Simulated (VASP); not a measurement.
# Pt in VASP: relaxation of the atoms with LDA

Aim: the relaxation of the atoms of Pt with LDA.

Everything below comes from runs of VASP 6.6.1. Logs are shortened: lines on timing, memory, paths and dates and some standing lists are left out, and cuts for length are marked.

## 1. The cell of the first run

The cell holds a slab with vacuum, 4 atoms: a = 2.753 Å, b = 2.753 Å, c = 21.841 Å, α = 90.00°, β = 90.00°, γ = 90.00°.

## 2. Relaxation of the atoms, LDA

INCAR

```
SYSTEM = Pt
PREC = Accurate ; ENCUT = 520
EDIFF = 1E-7 ; ISMEAR = -1
SIGMA = 0.05 ; LREAL = .FALSE.
LASPH = .TRUE. ; NELM = 100
ALGO = Normal ; ISIF = 2
LWAVE = .FALSE. ; LCHARG = .FALSE.
LDIPOL = .TRUE. ; IDIPOL = 3
DIPOL = 0.5 0.5 0.500 ; IBRION = 2
NSW = 60 ; EDIFFG = -0.01
KPAR = 4
```

KPOINTS

```
Automatic mesh
0
G
  15 15 1
  0 0 0
```

POSCAR

```
Pt
1.0
    2.7533987118      0.0000000000      0.0000000000
    0.0000000000      2.7533987118      0.0000000000
    0.0000000000      0.0000000000     21.8408000000
Pt
4
Direct
    0.2500000000      0.2500000000      0.3662860174
    0.7500000000      0.7500000000      0.4554286721
    0.2500000000      0.2500000000      0.5445713273
    0.7500000000      0.7500000000      0.6337139826
```

Potentials or basis: VASP PAW LDA potentials, release 64 (Pt).

Launch:

```sh
$ cat potpaw_LDA.64/Pt/POTCAR > POTCAR
$ mpirun -np 4 vasp_std > vasp.out
```

OUTCAR:

```text
SYSTEM = Pt
   PREC = Accurate
   ENCUT = 520
   EDIFF = 1E-7
   ISMEAR = -1
   LREAL = .FALSE.
   LASPH = .TRUE.
   NELM = 100
   ISIF = 2
   IBRION = 2
   NSW = 60
   EDIFFG = -0.01

 ion  position               nearest neighbor table
   1  0.250  0.250  0.366-   2 2.75   2 2.75   2 2.75   2 2.75
   2  0.750  0.750  0.455-   1 2.75   1 2.75   1 2.75   1 2.75   3 2.75   3 2.75   3 2.75   3 2.75

   3  0.250  0.250  0.545-   2 2.75   2 2.75   2 2.75   2 2.75   4 2.75   4 2.75   4 2.75   4 2.75

   4  0.750  0.750  0.634-   3 2.75   3 2.75   3 2.75   3 2.75

  LATTYP: Found a simple tetragonal cell.
 ALAT       =     2.7533987118
 C/A-ratio  =     7.9323055925

  Lattice vectors:

 A1 = (   2.7533987118,   0.0000000000,   0.0000000000)
 A2 = (   0.0000000000,   2.7533987118,   0.0000000000)
 A3 = (   0.0000000000,   0.0000000000,  21.8408000000)

Analysis of symmetry for initial positions (statically):
=====================================================================
 Subroutine PRICEL returns:
 Original cell was already a primitive cell.

 Routine SETGRP: Setting up the symmetry group for a
 simple tetragonal supercell.

 Subroutine GETGRP returns: Found 16 space group operations
 (whereof  4 operations were pure point group operations)
 out of a pool of 16 trial point group operations.

The static configuration has the point symmetry C_2h.
 The point group associated with its full space group is D_4h.

Analysis of symmetry for dynamics (positions and initial velocities):
=====================================================================
 Subroutine PRICEL returns:
 Original cell was already a primitive cell.

 Routine SETGRP: Setting up the symmetry group for a
 simple tetragonal supercell.

 Subroutine GETGRP returns: Found 16 space group operations
 (whereof  4 operations were pure point group operations)
 out of a pool of 16 trial point group operations.

The dynamic configuration has the point symmetry C_2h.
 The point group associated with its full space group is D_4h.

 Subroutine INISYM returns: Found 16 space group operations
 (whereof  4 operations are pure point group operations),
 and found     1 'primitive' translations

----------------------------------------------------------------------------------------

                                     Primitive cell

  volume of cell :     165.5796

  direct lattice vectors                    reciprocal lattice vectors
     2.753398712  0.000000000  0.000000000     0.363187502  0.000000000  0.000000000
     0.000000000  2.753398712  0.000000000     0.000000000  0.363187502  0.000000000
     0.000000000  0.000000000 21.840800000     0.000000000  0.000000000  0.045785869

  length of vectors
     2.753398712  2.753398712 21.840800000     0.363187502  0.363187502  0.045785869

  position of ions in fractional coordinates (direct lattice)
     0.250000000  0.250000000  0.366286017
     0.750000000  0.750000000  0.455428672
     0.250000000  0.250000000  0.544571327
     0.750000000  0.750000000  0.633713983

  ion indices of the primitive-cell ions
   primitive index   ion index
                 1           1
                 2           2
                 3           3
                 4           4

----------------------------------------------------------------------------------------

 KPOINTS: Automatic mesh

Automatic generation of k-mesh.
 Grid dimensions read from file:
 generate k-points for:   15   15    1

 Generating k-lattice:

  Cartesian coordinates                     Fractional coordinates (reciprocal lattice)
     0.024212500  0.000000000  0.000000000     0.066666667  0.000000000  0.000000000
     0.000000000  0.024212500  0.000000000     0.000000000  0.066666667  0.000000000
     0.000000000  0.000000000  0.045785869     0.000000000  0.000000000  1.000000000

  Length of vectors
     0.024212500  0.024212500  0.045785869

  Shift w.r.t. Gamma in fractional coordinates (k-lattice)
     0.000000000  0.000000000  0.000000000

 Subroutine IBZKPT returns following result:
 ===========================================

 Found     36 irreducible k-points:

 Following reciprocal coordinates:
            Coordinates               Weight
  0.000000  0.000000  0.000000      1.000000
  0.066667  0.000000  0.000000      4.000000
  0.133333  0.000000  0.000000      4.000000
  0.200000  0.000000  0.000000      4.000000
  0.266667  0.000000  0.000000      4.000000
  0.333333  0.000000  0.000000      4.000000
[... 16 lines left out ...]
  0.266667  0.200000  0.000000      8.000000
  0.333333  0.200000  0.000000      8.000000
 [... further k-points ...]
   k-points           NKPTS =     36   k-points in BZ     NKDIM =     36   number of bands    NBANDS=     24
   number of dos      NEDOS =    301   number of ions     NIONS =      4
   total plane-waves  NPLWV =  64800
   dimension x,y,z NGX =    20 NGY =   20 NGZ =  162
   dimension x,y,z NGXF=    40 NGYF=   40 NGZF=  324
   ions per type =               4
   NGX,Y,Z   is equivalent  to a cutoff of  12.08, 12.08, 12.33 a.u.
   NGXF,Y,Z  is equivalent  to a cutoff of  24.15, 24.15, 24.66 a.u.
 SYSTEM =  Pt
   PREC   = accura    normal or accurate (medium, high low for compatibility)
   ISTART =      0    job   : 0-new  1-cont  2-samecut
   ICHARG =      2    charge: 1-file 2-atom 10-const
   ISPIN  =      1    spin polarized calculation?
   LNONCOLLINEAR =      F non collinear calculations
   LSORBIT =      F    spin-orbit coupling
   LASPH  =      T    aspherical Exc in radial PAW
   ENCUT  =  520.0 eV  38.22 Ry    6.18 a.u.   5.12  5.12 40.61*2*pi/ulx,y,z
   NELM   =    100;   NELMIN=  2; NELMDL= -5     # of ELM steps
   EDIFF  = 0.1E-06   stopping-criterion for ELM
   LREAL  =      F    real-space projection
   EDIFFG = -.1E-01   stopping-criterion for IOM
   NSW    =     60    number of steps for IOM
   IBRION =      2    ionic relax: 0-MD 1-quasi-New 2-CG
   NFREE  =      1    steps in history (QN), initial steepest desc. (CG)
   ISIF   =      2    stress and relaxation
   ISYM   =      2    0-nonsym 1-usesym 2-fastsym
   POTIM  = 0.5000    time-step for ionic-motion
   TEBEG  =    0.0;   TEEND  =   0.0 temperature during run
   PSTRESS=    0.0 pullay stress
   NELECT =      40.0000    total number of electrons
   NUPDOWN=      -1.0000    fix difference up-down
   EMIN   =  10.00;   EMAX   =-10.00  energy-range for DOS
   EFERMI =   0.00;   METHOD = LEGACY
   ISMEAR =    -1;   SIGMA  =   0.05  broadening in eV -4-tet -1-fermi 0-gaus
   EFERMI_NEDOS =   21; number of points for ismear=-14 and -15
   IALGO  =     38    algorithm
   IMIX   =      4    mixing-type and parameters
     AMIX     =   0.40;   BMIX     =  1.00
     AMIX_MAG =   1.60;   BMIX_MAG =  1.00
  volume/ion in A,a.u.               =      41.39       279.35
  Fermi-wavevector in a.u.,A,eV,Ry     =   1.019591  1.926747 14.144146  1.039565
  Thomas-Fermi vector in A             =   2.153113
   LORBIT       =      0    0 simple, 1 ext, 2 COOP (PROOUT), +10 PAW based schemes
   GGA     = CA    functional components
   LHFCALC =     F    Hartree Fock is set to
   AEXX    =    0.0000 exact exchange contribution
   IVDW    =     0    specifies the selected vdW correction
   LEPSILON=     F    determine dielectric tensor
   LRPA    =     F    only Hartree local field effects (RPA)
 conjugate gradient relaxation of ions
 non-spin polarized calculation
  energy-cutoff  :      520.00
  volume of cell :      165.58
 maximum number of plane-waves:      4494
   NGX = 11   NGY = 11   NGZ = 81

 dipolmoment           0.000000      0.000000     -0.000000 electrons x Angstroem

--------------------------------------- Ionic step        1  -------------------------------------------

 number of electron      40.0000000 magnetization

 Free energy of the ion-electron system (eV)
  ---------------------------------------------------
  ext. energy  EPLUGINS =         0.00000000
  ---------------------------------------------------
  free energy    TOTEN  =       -27.77402913 eV

  energy without entropy =      -27.71470329  energy(sigma->0) =      -27.74436621

------------------------ aborting loop because EDIFF is reached ----------------------------------------

  FORCE on cell =-STRESS in cart. coord.  units (eV):
  Direction    XX          YY          ZZ          XY          YZ          ZX
  --------------------------------------------------------------------------------------
  -------------------------------------------------------------------------------------
  Total       -4.9932443     -4.9932443     -2.1157238      0.0000000      0.0000000     -0.0000000
  in kB      -48.3155183    -48.3155183    -20.4721189      0.0000000      0.0000000     -0.0000000
  external PRESSURE =     -39.0343852 kB  Pullay stress =       0.0000000 kB
[... 175 lines left out ...]
  energy  without entropy=      -27.7453499952  energy(sigma->0) =      -27.77261942

--------------------------------------- Ionic step        6  -------------------------------------------

 number of electron      40.0000000 magnetization

 dipolmoment           0.000000      0.000000      0.000000 electrons x Angstroem

 Free energy of the ion-electron system (eV)
  ---------------------------------------------------
  ext. energy  EPLUGINS =         0.00000000
  ---------------------------------------------------
  free energy    TOTEN  =       -27.79989739 eV

  energy without entropy =      -27.74543338  energy(sigma->0) =      -27.77266539

 E-fermi :   0.2391     XC(G=0):  -5.8264

 val. band max:        0.2272068986   @ k =   0.0667   0.0667   0.0000
 cond. band min:       0.2637648372   @ k =   0.4667   0.2000   0.0000
 fundamental gap:      0.0365579386
 Fermi energy:         0.2390595346

 k-point     1 :       0.0000    0.0000    0.0000
  band No.  band energies     occupation
      1      -9.6624      2.00000
      2      -7.8026      2.00000
      3      -6.7143      2.00000
      4      -6.4745      2.00000
      5      -6.2324      2.00000
      6      -5.5412      2.00000
[... 637 lines left out ...]
     23       2.6193      0.00000
     24       5.0132      0.00000

 [... further k-points ...]

------------------------ aborting loop because EDIFF is reached ----------------------------------------

 vacuum level on the upper side and lower side of the slab       (xc-potential included)        -0.138        -0.138

  FORCE on cell =-STRESS in cart. coord.  units (eV):
  Direction    XX          YY          ZZ          XY          YZ          ZX
  --------------------------------------------------------------------------------------
  -------------------------------------------------------------------------------------
  Total       -3.3417699     -3.3417699     -0.0299263      0.0000000      0.0000000      0.0000000
  in kB      -32.3355586    -32.3355586     -0.2895722      0.0000000      0.0000000      0.0000000
  external PRESSURE =     -21.6535631 kB  Pullay stress =       0.0000000 kB

 VOLUME and BASIS-vectors are now :
 -----------------------------------------------------------------------------
  energy-cutoff  :      520.00
  volume of cell :      165.58
      direct lattice vectors                 reciprocal lattice vectors
     2.753398712  0.000000000  0.000000000     0.363187502  0.000000000  0.000000000
     0.000000000  2.753398712  0.000000000     0.000000000  0.363187502  0.000000000
     0.000000000  0.000000000 21.840800000     0.000000000  0.000000000  0.045785869
[... 10 lines left out ...]
  FREE ENERGIE OF THE ION-ELECTRON SYSTEM (eV)
  ---------------------------------------------------
  free  energy   TOTEN  =       -27.7998973898 eV

  energy  without entropy=      -27.7454333814  energy(sigma->0) =      -27.77266539

 reached required accuracy - stopping structural energy minimisation

 vacuum level on the upper side and lower side of the slab         6.100         6.100
```

Run time: 2.3 min. Hardware: 4 MPI ranks of Intel Xeon Platinum 8259CL at 2.50GHz (Skylake/Cascade Lake), shared host; peak memory 0.27 GiB.

What came out:

```yaml
Free_energy: -27.7999 eV
Energy_gained_by_relaxing: 6.5 meV/atom
Ionic_steps: 6
Largest_force_after_relaxing: 0.010 eV/Å
Band_gap_on_the_k_mesh: zero (bands 20 and 21 overlap by 1.56 eV)
```

Forces in eV/Å, atoms in the order of the input:
```
Pt   0.000  0.000 -0.006
Pt   0.000  0.000  0.010
Pt   0.000  0.000 -0.010
Pt   0.000  0.000  0.006
```

The path:
| step | energy change (eV) | largest force (eV/Å) | pressure (GPa) |
| --- | --- | --- | --- |
| 1 | 0.0000 | 0.4338 | -3.90 |
| 2 | -0.0144 | 0.1956 | -3.36 |
| 3 | -0.0150 | 0.2401 | -3.21 |
| 4 | -0.0213 | 0.1628 | -2.85 |
| 5 | -0.0259 | 0.0164 | -2.19 |
| 6 | -0.0259 | 0.0095 | -2.17 |

Final structure:
```
Pt
1.0
     2.75340    0.00000    0.00000
     0.00000    2.75340    0.00000
     0.00000    0.00000   21.84080
Pt
4
Direct
  0.25000 0.25000 0.36920
  0.75000 0.75000 0.45585
  0.25000 0.25000 0.54415
  0.75000 0.75000 0.63080
```

Levels at points of the mesh, in eV from the Fermi level:
```
           k point  band 18  band 19  band 20  band 21  band 22  band 23
(0.00, 0.00, 0.00)    -0.78    -0.78    -0.10     0.14     0.27     0.27
```

Caveat: spin-orbit coupling is left out, which moves the levels of the heavy elements.

The gap in the log of VASP goes by the Fermi energy; the results here count the filled bands.